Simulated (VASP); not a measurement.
# TaAs in VASP: further runs

The runs below take TaAs through single point, relaxation of cell and atoms, with PBE.

All numbers are computed with VASP 6.6.1; they aren't measurements. Logs are shortened: lines on timing, memory, paths and dates and some standing lists are left out, and cuts for length are marked.

### Step 1. The cell of the first run

The typed cell holds 2 atoms: a = 3.216 Å, b = 3.216 Å, c = 3.220 Å, α = 90.00°, β = 90.00°, γ = 90.00°.

### Step 2. Single point, PBE

File INCAR:

```
ALGO = Normal ; EDIFF = 1E-7
ENCUT = 520 ; GGA = PE
ISIF = 2 ; ISMEAR = 0
LASPH = True ; LCHARG = False
LREAL = False ; LWAVE = False
NBANDS = 15 ; NELM = 60
PREC = Accurate ; SIGMA = 0.1
```

File KPOINTS:

```
k-points
0
Gamma
  6 6 6
```

File POSCAR:

```
TaAs
1.0
    3.2164888331      0.0000000000      0.0000000000
    0.0000000000      3.2164888331      0.0000000000
    0.0000000000      0.0000000000      3.2198219375
Ta As
1 1
Direct
    0.5000000000      0.5000000000      0.0000000000
    0.0000000000      0.0000000000      0.5000000000
```

Potentials or basis: VASP PAW PBE potentials, release 64 (Ta_pv, As).

Command:

```bash
cat potpaw_PBE.64/Ta_pv/POTCAR potpaw_PBE.64/As/POTCAR > POTCAR
mpirun -np 1 vasp_std > vasp.out
```

OUTCAR:

```text
EDIFF = 1E-7
   ENCUT = 520
   GGA = PE
   ISIF = 2
   ISMEAR = 0
   LASPH = True
   LREAL = False
   NELM = 60
   PREC = Accurate

 ion  position               nearest neighbor table
   1  0.500  0.500  0.000-   2 2.79   2 2.79   2 2.79   2 2.79   2 2.79   2 2.79   2 2.79   2 2.79

   2  0.000  0.000  0.500-   1 2.79   1 2.79   1 2.79   1 2.79   1 2.79   1 2.79   1 2.79   1 2.79

  LATTYP: Found a simple tetragonal cell.
 ALAT       =     3.2164888331
 C/A-ratio  =     1.0010362555

  Lattice vectors:

 A1 = (   3.2164888331,   0.0000000000,   0.0000000000)
 A2 = (   0.0000000000,   3.2164888331,   0.0000000000)
 A3 = (   0.0000000000,   0.0000000000,   3.2198219375)

Analysis of symmetry for initial positions (statically):
=====================================================================
 Subroutine PRICEL returns:
 Original cell was already a primitive cell.

 Routine SETGRP: Setting up the symmetry group for a
 simple tetragonal supercell.

 Subroutine GETGRP returns: Found 16 space group operations
 (whereof 16 operations were pure point group operations)
 out of a pool of 16 trial point group operations.

The static configuration has the point symmetry D_4h.

Analysis of symmetry for dynamics (positions and initial velocities):
=====================================================================
 Subroutine PRICEL returns:
 Original cell was already a primitive cell.

 Routine SETGRP: Setting up the symmetry group for a
 simple tetragonal supercell.

 Subroutine GETGRP returns: Found 16 space group operations
 (whereof 16 operations were pure point group operations)
 out of a pool of 16 trial point group operations.

The dynamic configuration has the point symmetry D_4h.

 Subroutine INISYM returns: Found 16 space group operations
 (whereof 16 operations are pure point group operations),
 and found     1 'primitive' translations

----------------------------------------------------------------------------------------

                                     Primitive cell

  volume of cell :      33.3116

  direct lattice vectors                    reciprocal lattice vectors
     3.216488833  0.000000000  0.000000000     0.310898017  0.000000000  0.000000000
     0.000000000  3.216488833  0.000000000     0.000000000  0.310898017  0.000000000
     0.000000000  0.000000000  3.219821937     0.000000000  0.000000000  0.310576181

  length of vectors
     3.216488833  3.216488833  3.219821937     0.310898017  0.310898017  0.310576181

  position of ions in fractional coordinates (direct lattice)
     0.500000000  0.500000000  0.000000000
     0.000000000  0.000000000  0.500000000

  ion indices of the primitive-cell ions
   primitive index   ion index
                 1           1
                 2           2

----------------------------------------------------------------------------------------

 KPOINTS: k-points

Automatic generation of k-mesh.
 Grid dimensions read from file:
 generate k-points for:    6    6    6

 Generating k-lattice:

  Cartesian coordinates                     Fractional coordinates (reciprocal lattice)
     0.051816336  0.000000000  0.000000000     0.166666667  0.000000000  0.000000000
     0.000000000  0.051816336  0.000000000     0.000000000  0.166666667  0.000000000
     0.000000000  0.000000000  0.051762697     0.000000000  0.000000000  0.166666667

  Length of vectors
     0.051816336  0.051816336  0.051762697

  Shift w.r.t. Gamma in fractional coordinates (k-lattice)
     0.000000000  0.000000000  0.000000000

 Subroutine IBZKPT returns following result:
 ===========================================

 Found     40 irreducible k-points:

 Following reciprocal coordinates:
            Coordinates               Weight
  0.000000  0.000000  0.000000      1.000000
  0.166667  0.000000  0.000000      4.000000
  0.333333  0.000000  0.000000      4.000000
  0.500000  0.000000  0.000000      2.000000
  0.166667  0.166667  0.000000      4.000000
  0.333333  0.166667  0.000000      8.000000
[... 16 lines left out ...]
  0.333333  0.000000  0.333333      8.000000
  0.500000  0.000000  0.333333      4.000000
 [... further k-points ...]
   k-points           NKPTS =     40   k-points in BZ     NKDIM =     40   number of bands    NBANDS=     15
   number of dos      NEDOS =    301   number of ions     NIONS =      2
   total plane-waves  NPLWV =  13824
   dimension x,y,z NGX =    24 NGY =   24 NGZ =   24
   dimension x,y,z NGXF=    48 NGYF=   48 NGZF=   48
   ions per type =               1   1
   NGX,Y,Z   is equivalent  to a cutoff of  12.40, 12.40, 12.39 a.u.
   NGXF,Y,Z  is equivalent  to a cutoff of  24.81, 24.81, 24.78 a.u.
 SYSTEM =  unknown system
   PREC   = accura    normal or accurate (medium, high low for compatibility)
   ISTART =      0    job   : 0-new  1-cont  2-samecut
   ICHARG =      2    charge: 1-file 2-atom 10-const
   ISPIN  =      1    spin polarized calculation?
   LNONCOLLINEAR =      F non collinear calculations
   LSORBIT =      F    spin-orbit coupling
   LASPH  =      T    aspherical Exc in radial PAW
   ENCUT  =  520.0 eV  38.22 Ry    6.18 a.u.   5.98  5.98  5.99*2*pi/ulx,y,z
   NELM   =     60;   NELMIN=  2; NELMDL= -5     # of ELM steps
   EDIFF  = 0.1E-06   stopping-criterion for ELM
   LREAL  =      F    real-space projection
   EDIFFG = 0.1E-05   stopping-criterion for IOM
   NSW    =      0    number of steps for IOM
   IBRION =     -1    ionic relax: 0-MD 1-quasi-New 2-CG
   NFREE  =      0    steps in history (QN), initial steepest desc. (CG)
   ISIF   =      2    stress and relaxation
   ISYM   =      2    0-nonsym 1-usesym 2-fastsym
   POTIM  = 0.5000    time-step for ionic-motion
   TEBEG  =    0.0;   TEEND  =   0.0 temperature during run
   PSTRESS=    0.0 pullay stress
   NELECT =      16.0000    total number of electrons
   NUPDOWN=      -1.0000    fix difference up-down
   EMIN   =  10.00;   EMAX   =-10.00  energy-range for DOS
   EFERMI =   0.00;   METHOD = LEGACY
   ISMEAR =     0;   SIGMA  =   0.10  broadening in eV -4-tet -1-fermi 0-gaus
   EFERMI_NEDOS =   21; number of points for ismear=-14 and -15
   IALGO  =     38    algorithm
   IMIX   =      4    mixing-type and parameters
     AMIX     =   0.40;   BMIX     =  1.00
     AMIX_MAG =   1.60;   BMIX_MAG =  1.00
  volume/ion in A,a.u.               =      16.66       112.40
  Fermi-wavevector in a.u.,A,eV,Ry     =   1.282083  2.422786 22.364401  1.643737
  Thomas-Fermi vector in A             =   2.414415
   LORBIT       =      0    0 simple, 1 ext, 2 COOP (PROOUT), +10 PAW based schemes
   GGA     = PE    functional components
   LHFCALC =     F    Hartree Fock is set to
   AEXX    =    0.0000 exact exchange contribution
   IVDW    =     0    specifies the selected vdW correction
   LEPSILON=     F    determine dielectric tensor
   LRPA    =     F    only Hartree local field effects (RPA)
 non-spin polarized calculation
 Gauss-broadening in eV      SIGMA  =   0.10
  energy-cutoff  :      520.00
  volume of cell :       33.31
 maximum number of plane-waves:       922
 NGX is ok and might be reduce to    24
   NGX = 11   NGY = 11   NGZ = 11

 number of electron      15.9999999 magnetization

 Free energy of the ion-electron system (eV)
  ---------------------------------------------------
  ext. energy  EPLUGINS =         0.00000000
  ---------------------------------------------------
  free energy    TOTEN  =       -16.99005092 eV

  energy without entropy =      -16.98581117  energy(sigma->0) =      -16.98793105

 E-fermi :   7.7547     XC(G=0): -12.2159

 val. band max:        7.7282692273   @ k =   0.0000   0.0000   0.0000
 cond. band min:       7.7800027886   @ k =   0.5000   0.5000   0.0000
 fundamental gap:      0.0517335613
 Fermi energy:         7.7547269245

 k-point     1 :       0.0000    0.0000    0.0000
  band No.  band energies     occupation
      1     -27.2129      2.00000
      2     -27.2108      2.00000
      3     -27.2108      2.00000
      4      -6.6306      2.00000
      5       4.6794      2.00000
      6       4.6808      2.00000
      7       7.7066      1.50384
      8       7.7283      1.29172
      9       7.7283      1.29172
     10       9.7560      0.00000
     11       9.7560      0.00000
     12       9.7656      0.00000
     13      11.3399      0.00000
     14      18.3004      0.00000
     15      18.3127      0.00000

 k-point     2 :       0.1667    0.0000    0.0000
  band No.  band energies     occupation
      1     -27.2840      2.00000
      2     -27.2059      2.00000
      3     -27.2038      2.00000
      4      -6.2018      2.00000
      5       3.6118      2.00000
      6       4.8862      2.00000
      7       6.7930      2.00000
      8       6.8131      2.00000
      9       7.4448      1.99999
     10       9.8415      0.00000
     11      10.9280      0.00000
     12      10.9382      0.00000
     13      13.1327      0.00000
     14      16.5913      0.00000
     15      19.4487      0.00000

 k-point     3 :       0.3333    0.0000    0.0000
  band No.  band energies     occupation
      1     -27.4274      2.00000
      2     -27.1919      2.00000
      3     -27.1898      2.00000
      4      -5.0677      2.00000
      5       0.9990      2.00000
      6       5.3660      2.00000
      7       5.7534      2.00000
      8       5.7734      2.00000
      9       9.3022      0.00000
     10      10.0212      0.00000
     11      12.8957      0.00000
     12      12.9031      0.00000
     13      14.3671      0.00000
     14      14.5718      0.00000
     15      18.8514      0.00000

 k-point     4 :       0.5000    0.0000    0.0000
  band No.  band energies     occupation
      1     -27.4977      2.00000
      2     -27.1849      2.00000
      3     -27.1828      2.00000
      4      -4.1327      2.00000
      5      -0.5327      2.00000
      6       5.3637      2.00000
      7       5.3837      2.00000
      8       5.6538      2.00000
      9      10.1159      0.00000
     10      11.3453      0.00000
     11      13.4428      0.00000
     12      14.3254      0.00000
     13      14.5247      0.00000
     14      14.5256      0.00000
     15      16.7195      0.00000
[... 307 lines left out ...]
 k-point    22 :       0.1667    0.0000    0.3333
  band No.  band energies     occupation
      1     -27.4177      2.00000
      2     -27.2601      2.00000
      3     -27.1839      2.00000
      4      -4.8095      2.00000
      5       1.3187      2.00000
      6       4.3689      2.00000
      7       6.0381      2.00000
      8       6.0791      2.00000
      9       9.1416      0.00000
     10       9.7143      0.00000
     11      10.9944      0.00000
     12      13.1057      0.00000
     13      14.8366      0.00000
     14      16.5431      0.00000
     15      17.5476      0.00000

 k-point    23 :       0.3333    0.0000    0.3333
  band No.  band energies     occupation
      1     -27.4013      2.00000
      2     -27.3942      2.00000
      3     -27.1718      2.00000
      4      -4.2084      2.00000
      5       1.7714      2.00000
      6       3.1818      2.00000
      7       6.1497      2.00000
      8       6.6054      2.00000
      9       8.2099      0.00000
     10      10.1421      0.00000
     11      10.5665      0.00000
     12      12.1030      0.00000
     13      13.3121      0.00000
     14      17.2957      0.00000
     15      20.3900      0.00000

 k-point    24 :       0.5000    0.0000    0.3333
  band No.  band energies     occupation
      1     -27.4654      2.00000
      2     -27.3877      2.00000
      3     -27.1657      2.00000
      4      -3.8446      2.00000
      5       1.4596      2.00000
      6       3.3855      2.00000
      7       5.6584      2.00000
      8       6.7583      2.00000
      9       8.2293      0.00000
     10      10.5203      0.00000
     11      11.1797      0.00000
     12      11.2032      0.00000
     13      12.6562      0.00000
     14      16.6739      0.00000
     15      20.1308      0.00000

 [... further k-points ...]

------------------------ aborting loop because EDIFF is reached ----------------------------------------

  FORCE on cell =-STRESS in cart. coord.  units (eV):
  Direction    XX          YY          ZZ          XY          YZ          ZX
  --------------------------------------------------------------------------------------
  -------------------------------------------------------------------------------------
  Total        0.0902213      0.0902213      0.0605711      0.0000000      0.0000000      0.0000000
  in kB        4.3393426      4.3393426      2.9132661      0.0000000      0.0000000      0.0000000
  external PRESSURE =       3.8639838 kB  Pullay stress =       0.0000000 kB

 VOLUME and BASIS-vectors are now :
 -----------------------------------------------------------------------------
  energy-cutoff  :      520.00
  volume of cell :       33.31
      direct lattice vectors                 reciprocal lattice vectors
     3.216488833  0.000000000  0.000000000     0.310898017  0.000000000  0.000000000
     0.000000000  3.216488833  0.000000000     0.000000000  0.310898017  0.000000000
     0.000000000  0.000000000  3.219821937     0.000000000  0.000000000  0.310576181

 POSITION                                       TOTAL-FORCE (eV/Angst)
 -----------------------------------------------------------------------------------
      1.60824      1.60824      0.00000         0.000000      0.000000      0.000000
      0.00000      0.00000      1.60991         0.000000      0.000000      0.000000
 -----------------------------------------------------------------------------------
    total drift:                                0.000000     -0.000000     -0.000000

  FREE ENERGIE OF THE ION-ELECTRON SYSTEM (eV)
  ---------------------------------------------------
  free  energy   TOTEN  =       -16.9900509202 eV

  energy  without entropy=      -16.9858111704  energy(sigma->0) =      -16.98793105
```

Run time: 5.8 s. Hardware: 1 thread of Intel Xeon 6975P-C (Granite Rapids), shared host; peak memory 0.15 GiB.

What came out:

| Quantity | Value |
| --- | --- |
| Free energy | -16.9901 eV |
| Pressure | 0.4 GPa |
| Band gap on the k mesh | zero (band 8 reaches 10.62 eV, above the bottom of band 9 at 7.33 eV) |

Stress tensor (GPa, compression positive):
```
0.43 0.00 0.00
0.00 0.43 0.00
0.00 0.00 0.29
```

Caveat: spin-orbit coupling is left out, which moves the levels of the heavy elements.

### Step 3. Single point, PBE

This run uses another cell than the first one, of 21.57 Å³/atom, 1.295 times its volume.

File INCAR:

```
SYSTEM = TaAs
  PREC = Accurate
  ENCUT = 520
  EDIFF = 1E-7
  ISMEAR = 0
  SIGMA = 0.1
  LREAL = .False.
  LASPH = .True.
  NELM = 80
  ALGO = Normal
  ISIF = 2
  LWAVE = .False.
  LCHARG = .False.
  GGA = PE
  NBANDS = 15
```

File KPOINTS:

```
regular mesh
0
Gamma
  6 6 6
  0 0 0
```

File POSCAR:

```
TaAs
1.0
    3.4468317000      0.0000000000      0.0000000000
    0.0000000000      3.4468317000      0.0000000000
    0.0000000000      0.0000000000      3.6310153400
Ta As
1 1
Direct
    0.5000000000      0.5000000000      0.0000000000
    0.0000000000      0.0000000000      0.5000000000
```

Potentials or basis: VASP PAW PBE potentials, release 64 (Ta_pv, As).

Command:

```bash
cat potpaw_PBE.64/Ta_pv/POTCAR potpaw_PBE.64/As/POTCAR > POTCAR
mpirun -np 1 vasp_std > vasp.out
```

OUTCAR:

```text
SYSTEM = TaAs
   PREC = Accurate
   ENCUT = 520
   EDIFF = 1E-7
   ISMEAR = 0
   LREAL = .False.
   LASPH = .True.
   NELM = 80
   ISIF = 2
   GGA = PE

 ion  position               nearest neighbor table
   1  0.500  0.500  0.000-   2 3.04   2 3.04   2 3.04   2 3.04   2 3.04   2 3.04   2 3.04   2 3.04

   2  0.000  0.000  0.500-   1 3.04   1 3.04   1 3.04   1 3.04   1 3.04   1 3.04   1 3.04   1 3.04

  LATTYP: Found a simple tetragonal cell.
 ALAT       =     3.4468317000
 C/A-ratio  =     1.0534356348

  Lattice vectors:

[... 621 lines left out ...]

  FORCE on cell =-STRESS in cart. coord.  units (eV):
  Direction    XX          YY          ZZ          XY          YZ          ZX
  --------------------------------------------------------------------------------------
  -------------------------------------------------------------------------------------
  Total       -6.2290011     -6.2290011     -8.1310923      0.0000000     -0.0000000      0.0000000
  in kB     -231.3453357   -231.3453357   -301.9890763      0.0000000     -0.0000000      0.0000000
  external PRESSURE =    -254.8932492 kB  Pullay stress =       0.0000000 kB

 VOLUME and BASIS-vectors are now :
 -----------------------------------------------------------------------------
  energy-cutoff  :      520.00
  volume of cell :       43.14
      direct lattice vectors                 reciprocal lattice vectors
     3.446831700  0.000000000  0.000000000     0.290121505  0.000000000  0.000000000
     0.000000000  3.446831700  0.000000000     0.000000000  0.290121505  0.000000000
     0.000000000  0.000000000  3.631015340     0.000000000  0.000000000  0.275405061

 POSITION                                       TOTAL-FORCE (eV/Angst)
 -----------------------------------------------------------------------------------
      1.72342      1.72342      0.00000         0.000000      0.000000      0.000000
      0.00000      0.00000      1.81551         0.000000      0.000000      0.000000
 -----------------------------------------------------------------------------------
    total drift:                                0.000000      0.000000     -0.000000

  FREE ENERGIE OF THE ION-ELECTRON SYSTEM (eV)
  ---------------------------------------------------
  free  energy   TOTEN  =       -15.9671721791 eV

  energy  without entropy=      -15.9635219426  energy(sigma->0) =      -15.96534706
```

stdout:

```text
POSCAR found type information on POSCAR TaAs
 POSCAR found :  2 types and       2 ions
 scaLAPACK will be used
 LDA part: xc-table for (Slater+PW92), standard interpolation
 POSCAR, INCAR and KPOINTS ok, starting setup
 FFT: planning ... GRIDC
 FFT: planning ... GRID_SOFT
 FFT: planning ... GRID
 WAVECAR not read
 entering main loop
```

Wall time 10 s (1 thread of Intel Xeon 6975P-C (Granite Rapids), shared host); peak memory 0.17 GiB.

Results:

| Property | Result |
| --- | --- |
| Free energy | -15.9672 eV |
| Pressure | -25.5 GPa |
| Band gap on the k mesh | zero (band 8 reaches 7.58 eV, above the bottom of band 9 at 4.70 eV) |

Caveat: spin-orbit coupling is left out, which moves the levels of the heavy elements.

(Continued in part 2 of 2.)
